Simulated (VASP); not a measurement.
# La (P6_3/mmc) in VASP: single point with PBE

Aim: the single point of La with PBE.

All numbers are computed with VASP 6.6.1; they aren't measurements. Logs are shortened: lines on timing, memory, paths and dates and some standing lists are left out, and cuts for length are marked.

## 1. The cell of the first run

It takes space group P6_3/mmc (No. 194, hexagonal). Conventional cell: a = 3.750 Å, b = 3.750 Å, c = 6.070 Å, α = 90.00°, β = 90.00°, γ = 120.00°. Within 4.9 Å of La (site symmetry -6m2) lie 12 La at 3.73 to 3.75 Å.

## 2. Single point, PBE

Contents of INCAR:

```
SYSTEM = La
ALGO = Normal
EDIFF = 1E-7
ENCUT = 520
GGA = PE
ISIF = 2
ISMEAR = -1
LASPH = .TRUE.
LCHARG = .TRUE.
LELF = .TRUE.
LREAL = .FALSE.
LVHAR = .TRUE.
LWAVE = .FALSE.
NBANDS = 18
NELM = 60
PREC = Accurate
SIGMA = 0.05
```

Contents of KPOINTS:

```
k-points
0
G
  11 11 6
  0 0 0
```

Contents of POSCAR:

```
La
1.0
    3.7500020507      0.0000000000      0.0000000000
   -1.8750010253      3.2475970401      0.0000000000
    0.0000000000      0.0000000000      6.0700000000
La
2
Direct
    0.3333333333      0.6666666667      0.2500000000
    0.6666666667      0.3333333333      0.7500000000
```

Potentials or basis: VASP PAW PBE potentials, release 64 (La).

On the command line:

```
$ cat potpaw_PBE.64/La/POTCAR > POTCAR
$ mpirun -np 1 vasp_std > vasp.out
```

OUTCAR:

```text
SYSTEM = La
   EDIFF = 1E-7
   ENCUT = 520
   GGA = PE
   ISIF = 2
   ISMEAR = -1
   LASPH = .TRUE.
   LREAL = .FALSE.
   NELM = 60
   PREC = Accurate

 ion  position               nearest neighbor table
   1  0.333  0.667  0.250-
   2  0.667  0.333  0.750-

  LATTYP: Found a hexagonal cell.
 ALAT       =     3.7500020507
 C/A-ratio  =     1.6186657815

  Lattice vectors:

 A1 = (   3.7500020507,   0.0000000000,   0.0000000000)
 A2 = (  -1.8750010253,   3.2475970401,   0.0000000000)
 A3 = (   0.0000000000,   0.0000000000,   6.0700000000)

Analysis of symmetry for initial positions (statically):
=====================================================================
 Subroutine PRICEL returns:
 Original cell was already a primitive cell.

 Routine SETGRP: Setting up the symmetry group for a
 hexagonal supercell.

 Subroutine GETGRP returns: Found 24 space group operations
 (whereof 12 operations were pure point group operations)
 out of a pool of 24 trial point group operations.

The static configuration has the point symmetry D_3d.
 The point group associated with its full space group is D_6h.

Analysis of symmetry for dynamics (positions and initial velocities):
=====================================================================
 Subroutine PRICEL returns:
 Original cell was already a primitive cell.

 Routine SETGRP: Setting up the symmetry group for a
 hexagonal supercell.

 Subroutine GETGRP returns: Found 24 space group operations
 (whereof 12 operations were pure point group operations)
 out of a pool of 24 trial point group operations.

The dynamic configuration has the point symmetry D_3d.
 The point group associated with its full space group is D_6h.

 Subroutine INISYM returns: Found 24 space group operations
 (whereof 12 operations are pure point group operations),
 and found     1 'primitive' translations

----------------------------------------------------------------------------------------

                                     Primitive cell

  volume of cell :      73.9235

  direct lattice vectors                    reciprocal lattice vectors
     3.750002051  0.000000000  0.000000000     0.266666521  0.153959988  0.000000000
    -1.875001025  3.247597040  0.000000000     0.000000000  0.307919975  0.000000000
     0.000000000  0.000000000  6.070000000     0.000000000  0.000000000  0.164744646

  length of vectors
     3.750002051  3.750002051  6.070000000     0.307919975  0.307919975  0.164744646

  position of ions in fractional coordinates (direct lattice)
     0.333333333  0.666666667  0.250000000
     0.666666667  0.333333333  0.750000000

  ion indices of the primitive-cell ions
   primitive index   ion index
                 1           1
                 2           2

----------------------------------------------------------------------------------------

 KPOINTS: k-points

Automatic generation of k-mesh.
 Grid dimensions read from file:
 generate k-points for:   11   11    6

 Generating k-lattice:

  Cartesian coordinates                     Fractional coordinates (reciprocal lattice)
     0.024242411  0.013996363  0.000000000     0.090909091 -0.000000000  0.000000000
     0.000000000  0.027992725  0.000000000     0.000000000  0.090909091  0.000000000
     0.000000000  0.000000000  0.027457441     0.000000000  0.000000000  0.166666667

  Length of vectors
     0.027992725  0.027992725  0.027457441

  Shift w.r.t. Gamma in fractional coordinates (k-lattice)
     0.000000000  0.000000000  0.000000000

 Subroutine IBZKPT returns following result:
 ===========================================

 Found     64 irreducible k-points:

 Following reciprocal coordinates:
            Coordinates               Weight
  0.000000  0.000000  0.000000      1.000000
  0.090909 -0.000000  0.000000      6.000000
  0.181818  0.000000  0.000000      6.000000
  0.272727 -0.000000  0.000000      6.000000
  0.363636 -0.000000  0.000000      6.000000
  0.454545  0.000000  0.000000      6.000000
[... 16 lines left out ...]
  0.090909  0.090909  0.166667     12.000000
  0.181818  0.090909  0.166667     24.000000
 [... further k-points ...]
   k-points           NKPTS =     64   k-points in BZ     NKDIM =     64   number of bands    NBANDS=     18
   number of dos      NEDOS =    301   number of ions     NIONS =      2
   total plane-waves  NPLWV =  37632
   dimension x,y,z NGX =    28 NGY =   28 NGZ =   48
   dimension x,y,z NGXF=    56 NGYF=   56 NGZF=   96
   ions per type =               2
   NGX,Y,Z   is equivalent  to a cutoff of  12.41, 12.41, 13.15 a.u.
   NGXF,Y,Z  is equivalent  to a cutoff of  24.83, 24.83, 26.29 a.u.
 SYSTEM =  La
   PREC   = accura    normal or accurate (medium, high low for compatibility)
   ISTART =      0    job   : 0-new  1-cont  2-samecut
   ICHARG =      2    charge: 1-file 2-atom 10-const
   ISPIN  =      1    spin polarized calculation?
   LNONCOLLINEAR =      F non collinear calculations
   LSORBIT =      F    spin-orbit coupling
   LASPH  =      T    aspherical Exc in radial PAW
   ENCUT  =  520.0 eV  38.22 Ry    6.18 a.u.   6.97  6.97 11.29*2*pi/ulx,y,z
   NELM   =     60;   NELMIN=  2; NELMDL= -5     # of ELM steps
   EDIFF  = 0.1E-06   stopping-criterion for ELM
   LREAL  =      F    real-space projection
   EDIFFG = 0.1E-05   stopping-criterion for IOM
   NSW    =      0    number of steps for IOM
   IBRION =     -1    ionic relax: 0-MD 1-quasi-New 2-CG
   NFREE  =      0    steps in history (QN), initial steepest desc. (CG)
   ISIF   =      2    stress and relaxation
   ISYM   =      2    0-nonsym 1-usesym 2-fastsym
   POTIM  = 0.5000    time-step for ionic-motion
   TEBEG  =    0.0;   TEEND  =   0.0 temperature during run
   PSTRESS=    0.0 pullay stress
   NELECT =      22.0000    total number of electrons
   NUPDOWN=      -1.0000    fix difference up-down
   EMIN   =  10.00;   EMAX   =-10.00  energy-range for DOS
   EFERMI =   0.00;   METHOD = LEGACY
   ISMEAR =    -1;   SIGMA  =   0.05  broadening in eV -4-tet -1-fermi 0-gaus
   EFERMI_NEDOS =   21; number of points for ismear=-14 and -15
   IALGO  =     38    algorithm
   IMIX   =      4    mixing-type and parameters
     AMIX     =   0.40;   BMIX     =  1.00
     AMIX_MAG =   1.60;   BMIX_MAG =  1.00
  volume/ion in A,a.u.               =      36.96       249.43
  Fermi-wavevector in a.u.,A,eV,Ry     =   1.093004  2.065477 16.254295  1.194657
  Thomas-Fermi vector in A             =   2.229280
   LORBIT       =      0    0 simple, 1 ext, 2 COOP (PROOUT), +10 PAW based schemes
   GGA     = PE    functional components
   LHFCALC =     F    Hartree Fock is set to
   AEXX    =    0.0000 exact exchange contribution
   IVDW    =     0    specifies the selected vdW correction
   LEPSILON=     F    determine dielectric tensor
   LRPA    =     F    only Hartree local field effects (RPA)
 non-spin polarized calculation
  energy-cutoff  :      520.00
  volume of cell :       73.92
 maximum number of plane-waves:      2011
 NGX is ok and might be reduce to    28
   NGX = 13   NGY = 13   NGZ = 23

 number of electron      21.9999997 magnetization

 Free energy of the ion-electron system (eV)
  ---------------------------------------------------
  ext. energy  EPLUGINS =         0.00000000
  ---------------------------------------------------
  free energy    TOTEN  =        -9.72475389 eV

  energy without entropy =       -9.69105742  energy(sigma->0) =       -9.70790566

 E-fermi :   7.9028     XC(G=0):  -9.5802

 val. band max:        7.8969580332   @ k =   0.2727   0.2727   0.1667
 cond. band min:       7.9046310395   @ k =   0.1818   0.0909   0.0000
 fundamental gap:      0.0076730063
 Fermi energy:         7.9028033297

 k-point     1 :       0.0000    0.0000    0.0000
  band No.  band energies     occupation
      1     -24.9489      2.00000
      2     -24.7428      2.00000
      3      -9.3410      2.00000
      4      -8.1326      2.00000
      5      -8.1326      2.00000
      6      -7.9459      2.00000
[... 10 lines left out ...]
     17       9.5847      0.00000
     18       9.6776      0.00000

 k-point     2 :       0.0909   -0.0000    0.0000
  band No.  band energies     occupation
      1     -24.9354      2.00000
      2     -24.7364      2.00000
      3      -9.3060      2.00000
      4      -8.2236      2.00000
      5      -8.1610      2.00000
      6      -8.0393      2.00000
[... 10 lines left out ...]
     17       9.6182      0.00000
     18       9.6200      0.00000

 k-point     3 :       0.1818    0.0000    0.0000
  band No.  band energies     occupation
      1     -24.8982      2.00000
      2     -24.7199      2.00000
      3      -9.2060      2.00000
      4      -8.4630      2.00000
      5      -8.2770      2.00000
      6      -8.2331      2.00000
[... 10 lines left out ...]
     17       9.6552      0.00000
     18       9.6950      0.00000

 k-point     4 :       0.2727   -0.0000    0.0000
  band No.  band energies     occupation
      1     -24.8464      2.00000
      2     -24.7005      2.00000
      3      -9.0565      2.00000
      4      -8.7660      2.00000
      5      -8.5649      2.00000
      6      -8.3214      2.00000
[... 375 lines left out ...]
      4      -9.0203      2.00000
      5      -8.6434      2.00000
      6      -8.4211      2.00000
[... 10 lines left out ...]
     17       9.7642      0.00000
     18       9.8167      0.00000

 k-point    23 :       0.0909    0.0909    0.1667
  band No.  band energies     occupation
      1     -24.8980      2.00000
      2     -24.7377      2.00000
      3      -9.1714      2.00000
      4      -8.3447      2.00000
      5      -8.3015      2.00000
      6      -8.1747      2.00000
[... 10 lines left out ...]
     17       9.6931      0.00000
     18       9.7318      0.00000

 k-point    24 :       0.1818    0.0909    0.1667
  band No.  band energies     occupation
      1     -24.8550      2.00000
      2     -24.7179      2.00000
      3      -9.0816      2.00000
      4      -8.5889      2.00000
      5      -8.5235      2.00000
      6      -8.2731      2.00000
[... 10 lines left out ...]
     17       9.6926      0.00000
     18       9.7456      0.00000

 [... further k-points ...]

------------------------ aborting loop because EDIFF is reached ----------------------------------------

  FORCE on cell =-STRESS in cart. coord.  units (eV):
  Direction    XX          YY          ZZ          XY          YZ          ZX
  --------------------------------------------------------------------------------------
  -------------------------------------------------------------------------------------
  Total        0.2686760      0.2686760      0.1767584      0.0000000     -0.0000000      0.0000000
  in kB        5.8231383      5.8231383      3.8309664      0.0000000     -0.0000000      0.0000000
  external PRESSURE =       5.1590810 kB  Pullay stress =       0.0000000 kB

 VOLUME and BASIS-vectors are now :
 -----------------------------------------------------------------------------
  energy-cutoff  :      520.00
  volume of cell :       73.92
      direct lattice vectors                 reciprocal lattice vectors
     3.750002051  0.000000000  0.000000000     0.266666521  0.153959988  0.000000000
    -1.875001025  3.247597040  0.000000000     0.000000000  0.307919975  0.000000000
     0.000000000  0.000000000  6.070000000     0.000000000  0.000000000  0.164744646

 POSITION                                       TOTAL-FORCE (eV/Angst)
 -----------------------------------------------------------------------------------
     -0.00000      2.16506      1.51750        -0.000000      0.000000      0.000000
      1.87500      1.08253      4.55250         0.000000      0.000000      0.000000
 -----------------------------------------------------------------------------------
    total drift:                               -0.000000      0.000000     -0.000000

  FREE ENERGIE OF THE ION-ELECTRON SYSTEM (eV)
  ---------------------------------------------------
  free  energy   TOTEN  =        -9.7247538936 eV

  energy  without entropy=       -9.6910574245  energy(sigma->0) =       -9.70790566
```

Run time: 80 s. Hardware: 1 thread of Intel Xeon Platinum 8559C (Emerald Rapids), shared host; peak memory 0.23 GiB.

What came out:

```
Free energy            : -9.7248 eV
Pressure               : 0.5 GPa
Band gap on the k mesh : zero (bands 11 and 12 overlap by 1.47 eV)
```

Stress tensor (GPa, compression positive):
```
0.58 0.00 0.00
0.00 0.58 0.00
0.00 0.00 0.38
```

Caveat: spin-orbit coupling is left out, which moves the levels of the heavy elements.
